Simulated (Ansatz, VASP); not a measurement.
One calculation of Si2C, two programs

```
CELL_PARAMETERS angstrom
3.23200 0.00000 0.00000
-1.61600 2.79899 0.00000
0.00000 0.00000 8.65030
ATOMIC_POSITIONS crystal
Si 0.00000 0.00000 0.36243
Si 0.33333 0.66667 0.07320
Si 0.00000 0.00000 0.63757
Si 0.66667 0.33333 0.92680
C 0.66667 0.33333 0.70685
C 0.33333 0.66667 0.29315
```

Alike in both runs: task relaxation of cell and atoms; functional PBE; k mesh 12 × 12 × 6; occupations gaussian, width 0.1 eV; no spin polarisation.

|  | VASP | Ansatz |
| --- | --- | --- |
| version | VASP 6.6.1 | Ansatz 0.2.0 |
| potentials or method | VASP PAW PBE potentials, release 64 (Si, C), cutoff 600 eV | scalar-relativistic, plane waves, PAW |
| valence electrons in the cell | 24 | 24 |

|  | VASP | Ansatz | Ansatz less VASP |
| --- | --- | --- | --- |
| gap on the k mesh at the Fermi level, each at its own relaxed structure (eV) | none | none | - |
| relaxed volume (Å³/atom) | 13.04 | 13.05 | +0.009 |
| relaxed cell length with the largest relative difference (Å) | 3.237 | 3.238 | +0.0011 |

A gap of «none» marks a metal or a gap that the smearing closes.
